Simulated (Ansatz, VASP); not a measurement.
## One calculation of B, two programs

Contents of POSCAR:

```
B
1.0
    0.0000000000      1.4084004380      1.4084004380
    1.4084004380      0.0000000000      1.4084004380
    1.4084004380      1.4084004380      0.0000000000
B
1
Direct
    0.0000000000      0.0000000000      0.0000000000
```

INCAR.step1

```
PREC = Accurate
ENCUT = 520
ISMEAR = -1
SIGMA = 0.1
LREAL = False
LASPH = True
NELM = 60
NBANDS = 8
GGA = PE
ALGO = Normal
EDIFF = 1E-4
LWAVE = True
LCHARG = False
```

The input INCAR.step2:

```
PREC = Accurate
ENCUT = 520
EDIFF = 1E-6
ISMEAR = -1
SIGMA = 0.1
LREAL = False
LASPH = True
NELM = 60
ALGO = Normal
ISIF = 2
LWAVE = False
LCHARG = False
METAGGA = R2SCAN
LMIXTAU = True
NBANDS = 8
ISTART = 1
```

Contents of KPOINTS:

```
regular mesh
0
Gamma
  21 21 21
```

Input for Ansatz:

```yaml
crystal:
  lattice:
    - [0.0, 1.408400438, 1.408400438]
    - [1.408400438, 0.0, 1.408400438]
    - [1.408400438, 1.408400438, 0.0]
  atoms:
    - { symbol: B, position: [0.0, 0.0, 0.0] }
hamiltonian:
  xc: r2scan
  pseudopotentials:
    kind: paw
    azcp:
      B: "pseudopotentials/B.paw.azcp"
basis:
  ecutwfc: 500
  fft_grid_basis: typed
kpoints:
  mp_grid: { grid: [21, 21, 21], shift: [0, 0, 0] }
magnetization:
  spin_polarized: false
scf:
  occupations: { method: fermi_dirac, width: 0.1 }
  lower_state_search: "off"
output:
  stress: true
  write_density: true
  write_potential: true
  elf: true
  volumetric_format: npy
```

Alike in both runs: task single point; functional r2SCAN; k mesh 21 × 21 × 21; occupations fermi-dirac, width 0.1 eV; no spin polarisation.

|  | VASP | Ansatz |
| --- | --- | --- |
| version | VASP 6.6.1 | Ansatz 0.2.0 |
| potentials or method | VASP PAW PBE potentials, release 64 (B), cutoff 520 eV | plane waves (500 eV) with PAW, scalar-relativistic |
| valence electrons in the cell | 3 | 3 |

Ansatz gave:

| Quantity | Value |
| --- | --- |
| pressure (GPa) | 12.5 |

Task: What did VASP give for the same quantities?

Result: Pressure (GPa): 12.2.

VASP's potentials were made for PBE, not for r2SCAN.
